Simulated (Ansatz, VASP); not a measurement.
**One calculation of Br, two programs**

```
CELL_PARAMETERS angstrom
3.40780 -2.03871 0.00000
3.40780 2.03871 0.00000
0.00000 0.00000 8.40413
ATOMIC_POSITIONS crystal
Br 0.86082 0.13918 0.11578
Br 0.63918 0.36082 0.61578
Br 0.13918 0.86082 0.88422
Br 0.36082 0.63918 0.38422
```

Alike in both runs: task single point; functional r2SCAN; k mesh 8 × 8 × 4; occupations fermi-dirac, width 0.05 eV; no spin polarisation.

|  | VASP | Ansatz |
| --- | --- | --- |
| version | VASP 6.6.1 | Ansatz 0.2.0 |
| potentials or method | VASP PAW PBE potentials, release 64 (Br), cutoff 520 eV | plane waves (500 eV) with PAW, scalar-relativistic |
| valence electrons in the cell | 28 | 28 |

|  | VASP | Ansatz | Ansatz less VASP |
| --- | --- | --- | --- |
| pressure (GPa) | 5.2 | 5.3 | +0.06 |
| traceless stress, the component that is largest in VASP (GPa) | 4.81 | 4.86 | +0.046 |

VASP's potentials were made for PBE, not for r2SCAN.
